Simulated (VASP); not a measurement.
Set up this calculation in VASP 6.6.1, as the native input.

| Item | Value |
| --- | --- |
| Task | single point |
| Functional | PBE |
| Potentials or basis | VASP PAW PBE potentials, release 64 (Si, C) |
| Cutoff | 520 eV |
| k mesh | 12 × 12 × 12 |
| Occupations | gaussian, width 0.05 eV |
| Spin | no spin polarisation |
| Dipole correction | no |
| Further INCAR settings | ALGO = Normal; EDIFF = 1e-06; NBANDS = 11 |

The structure of SiC lies in POSCAR:

```
SiC
1.0
    0.0000000000      2.5096996737      1.6313047879
    2.5096996737      0.0000000000      1.6313047879
    2.5096996737      2.5096996737      0.0000000000
Si C
1 1
Direct
    0.0000000000      0.0000000000      0.0000000000
    0.7500000000      0.7500000000      0.7500000000
```

This cell differs from its parent crystal: ratio of the length along z to the lengths across it x 0.65, volume and fractional coordinates fixed.

The input as run:

INCAR

```
ALGO = Normal ; EDIFF = 1E-6
ENCUT = 520 ; GGA = PE
ISIF = 2 ; ISMEAR = 0
LASPH = T ; LCHARG = T
LELF = T ; LREAL = F
LVHAR = T ; LWAVE = F
NBANDS = 11 ; NELM = 60
PREC = Accurate ; SIGMA = 0.05
```

KPOINTS

```
k-points
0
Gamma
  12 12 12
```

Potentials or basis: VASP PAW PBE potentials, release 64 (Si, C).

Launch:

```console
$ cat potpaw_PBE.64/Si/POTCAR potpaw_PBE.64/C/POTCAR > POTCAR
$ mpirun -np 1 vasp_std > vasp.out
```

It gave:

- Pressure: -8.4 GPa
- Band gap on the k mesh: zero (band 4 reaches 10.10 eV, above the bottom of band 5 at 7.67 eV)

Wall time 81 s on 1 thread of AMD EPYC 7R13, on a shared host, peak memory 0.13 GiB.
